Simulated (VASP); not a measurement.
# Rh: single point with LDA

Crystal: Rh.

```
Rh
1.0
     2.73098    0.00000    0.00000
    -1.36549    2.36510    0.00000
     0.00000    0.00000    4.42849
Rh
2
Direct
  0.66667 0.33333 0.75000
  0.33333 0.66667 0.25000
```

```
Program             : VASP 6.6.1
Task                : single point
Functional          : LDA
Potentials or basis : VASP PAW LDA potentials, release 64 (Rh_pv)
Cutoff              : 520 eV
k mesh              : 12 × 12 × 7
Occupations         : fermi-dirac, width 0.1 eV
Spin                : no spin polarisation
```

The pressure is -18.3 GPa. The band gap on the k mesh is zero (band 15 reaches 11.67 eV, above the bottom of band 16 at 9.40 eV).

Stress tensor (GPa, compression positive):
```
-17.83   0.00   0.00
  0.00 -17.83   0.00
  0.00   0.00 -19.32
```

Levels at points of the mesh, in eV from the Fermi level:
```
           k point  band 11  band 12  band 13  band 14  band 15  band 16  band 17  band 18  band 19  band 20
(0.00, 0.00, 0.00)    -2.87    -2.38    -2.38    -1.79    -1.79     0.14     0.14     0.71     8.16    15.88
(0.50, 0.00, 0.00)    -2.57    -2.14    -2.04     0.43     0.60     0.71     2.92     4.92     9.97    10.45
```

Wall time 13 s on 1 thread of Intel(R) Xeon(R) 6975P-C (Granite Rapids) (shared host), peak memory 0.15 GiB.
